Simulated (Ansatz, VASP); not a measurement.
## One calculation of CoO, two programs

INCAR

```
ALGO = Normal ; EDIFF = 1E-7
EDIFFG = -0.05 ; ENCUT = 600
GGA = PS ; IBRION = 2
ISIF = 3 ; ISMEAR = 0
ISPIN = 2 ; LASPH = T
LCHARG = F ; LMAXMIX = 4
LORBIT = 11 ; LREAL = F
LWAVE = F ; MAGMOM = 2.64 0.33
NELM = 150 ; NSW = 100
PREC = Accurate ; SIGMA = 0.1
```

KPOINTS

```
k-points
0
Gamma
  12 12 12
```

The input POSCAR:

```
CoO
1.0
    1.5054695445      0.8691832468      2.4399269062
   -1.5054695445      0.8691832468      2.4399269062
    0.0000000000     -1.7383664936      2.4399269062
Co O
1 1
Direct
    0.0000000000      0.0000000000      0.0000000000
    0.5000000000      0.5000000000      0.5000000000
```

Input for Ansatz:

```yaml
crystal:
  lattice:
    - [1.5054695445, 0.8691832468, 2.4399269062]
    - [-1.5054695445, 0.8691832468, 2.4399269062]
    - [0.0, -1.7383664936, 2.4399269062]
  atoms:
    - { symbol: Co, position: [0.0, 0.0, 0.0], spin: 2.64 }
    - { symbol: O, position: [0.5, 0.5, 0.5], spin: 0.33 }
basis:
  ecutwfc: 420
kpoints:
  mp_grid: { grid: [12, 12, 12] }
hamiltonian:
  xc: pbesol
scf:
  occupations: { method: gaussian, width: 0.1 }
output:
  forces: true
  stress: true
  eigenvalues: true
  populations: true
magnetization:
  spin_polarized: true
relax:
  adjacent_minimum: "off"
  f_tol: 0.05
  max_steps: 80
  cell: { stress_tol: 0.5 }
```

Alike in both runs: task relaxation of cell and atoms; functional PBEsol; k mesh 12 × 12 × 12; occupations gaussian, width 0.1 eV; collinear spin.

```csv
,VASP,Ansatz
version,VASP 6.6.1,Ansatz 0.2.0
potentials or method,"VASP PAW PBE potentials, release 64 (Co, O), cutoff 600 eV","scalar-relativistic, plane waves, PAW"
valence electrons in the cell,15,23
```

VASP gave:

- gap on the k mesh at the Fermi level, each at its own relaxed structure (eV): none
- net moment per atom (μB): 1.33
- size of the moment on the site where the two differ most (μB): 2.36
- relaxed volume (Å³/atom): 8.98
- relaxed cell length with the largest relative difference (Å): 2.932

Estimate Ansatz's values.

gap on the k mesh at the Fermi level, each at its own relaxed structure (eV): none; net moment per atom (μB): 1.35; size of the moment on the site where the two differ most (μB): 2.30; relaxed volume (Å³/atom): 8.95; relaxed cell length with the largest relative difference (Å): 2.830.

VASP's potentials were made for PBE, not for PBEsol. Site moments also hang on the region over which each program counts them. A gap of «none» marks a metal or a gap that the smearing closes. VASP's potentials hold 15 valence electrons a cell and Ansatz's 23, so a difference there can come from the potentials and not from the codes.
